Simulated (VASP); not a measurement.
A run of VASP 6.6.1:

File INCAR:

```
SYSTEM = Cr
PREC = Accurate ; ENCUT = 520
EDIFF = 1E-6 ; ISMEAR = -1
SIGMA = 0.1 ; LREAL = .False.
LASPH = .True. ; NELM = 80
ALGO = Normal ; ISIF = 2
LWAVE = .False. ; LCHARG = .False.
GGA = B5 ; ALDAX = 1.0
AGGAX = 1.0 ; AGGAC = 1.0
ALDAC = 0.0 ; NBANDS = 19
```

File KPOINTS:

```
Automatic mesh
0
Gamma
  12 12 12
  0 0 0
```

POSCAR

```
Cr
1.0
    0.0000000000      2.5535551129      2.5535551129
    2.5535551129      0.0000000000      2.5535551129
    2.5535551129      2.5535551129      0.0000000000
Cr
2
Direct
    0.1250000000      0.1250000000      0.1250000000
    0.8750000000      0.8750000000      0.8750000000
```

Potentials or basis: VASP PAW PBE potentials, release 64 (Cr_pv).

Launch:

```sh
$ cat potpaw_PBE.64/Cr_pv/POTCAR > POTCAR
$ mpirun -np 1 vasp_std > vasp.out
```

Hardware: 1 thread of Intel(R) Xeon(R) 6975P-C (Granite Rapids), with other jobs on the host.

**Question.** Estimate the wall time of this run.

**Answer.** Wall time 22 s on 1 thread of Intel(R) Xeon(R) 6975P-C (Granite Rapids), with other jobs on the host, peak memory 0.17 GiB. Counts: scf iterations 12, k points 72.
